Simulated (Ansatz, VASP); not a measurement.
**One calculation of Ag, two programs**

File INCAR:

```
SYSTEM = Ag
PREC = Accurate
ENCUT = 520
EDIFF = 1E-7
ISMEAR = 0
SIGMA = 0.15
LREAL = .FALSE.
LASPH = .TRUE.
NELM = 100
ALGO = Fast
ISIF = 2
LWAVE = .FALSE.
LCHARG = .FALSE.
GGA = PS
NBANDS = 54
```

File KPOINTS:

```
Automatic mesh
0
G
  8 8 8
  0 0 0
```

POSCAR

```
Ag
1.0
    3.2251146571     -3.2251146571      3.2251146571
   -3.2251146571      3.2251146571      3.2251146571
   -3.2251146571     -3.2251146571     -3.2251146571
Ag
8
Direct
    0.0000000000      0.0000000000      0.5000000000
    0.5000000000      0.0000000000      0.5000000000
    0.0000000000      0.5000000000      0.5000000000
    0.5000000000      0.5000000000      0.5000000000
    0.0000000000      0.0000000000      0.0000000000
    0.5000000000      0.0000000000      0.0000000000
    0.0000000000      0.5000000000      0.0000000000
    0.5000000000      0.5000000000      0.0000000000
```

Input for Ansatz:

```yaml
crystal:
  lattice:
    - [3.2251146571, -3.2251146571, 3.2251146571]
    - [-3.2251146571, 3.2251146571, 3.2251146571]
    - [-3.2251146571, -3.2251146571, -3.2251146571]
  atoms:
    - { symbol: Ag, position: [0.0, 0.0, 0.5] }
    - { symbol: Ag, position: [0.5, 0.0, 0.5] }
    - { symbol: Ag, position: [0.0, 0.5, 0.5] }
    - { symbol: Ag, position: [0.5, 0.5, 0.5] }
    - { symbol: Ag, position: [0.0, 0.0, 0.0] }
    - { symbol: Ag, position: [0.5, 0.0, 0.0] }
    - { symbol: Ag, position: [0.0, 0.5, 0.0] }
    - { symbol: Ag, position: [0.5, 0.5, 0.0] }
basis:
  ecutwfc: 420
kpoints:
  mp_grid: { grid: [8, 8, 8] }
hamiltonian:
  xc: pbesol
scf:
  occupations: { method: gaussian, width: 0.15 }
output:
  forces: true
  stress: true
  eigenvalues: true
  write_density: true
  write_potential: true
  elf: true
  volumetric_format: npy
```

Alike in both runs: task single point; functional PBEsol; k mesh 8 × 8 × 8; occupations gaussian, width 0.15 eV; no spin polarisation.

```csv
,VASP,Ansatz
version,VASP 6.6.1,Ansatz 0.2.0
potentials or method,"VASP PAW PBE potentials, release 64 (Ag), cutoff 520 eV","scalar-relativistic, plane waves, PAW"
valence electrons in the cell,88,152
```

```tsv
	VASP	Ansatz	Ansatz less VASP
gap on the k mesh at the Fermi level (eV)	none	none	-
pressure (GPa)	-0.2	0.0	+0.22
```

VASP's potentials were made for PBE, not for PBEsol. A gap of «none» marks a metal or a gap that the smearing closes. VASP's potentials hold 88 valence electrons a cell and Ansatz's 152, so a difference there can come from the potentials and not from the codes.
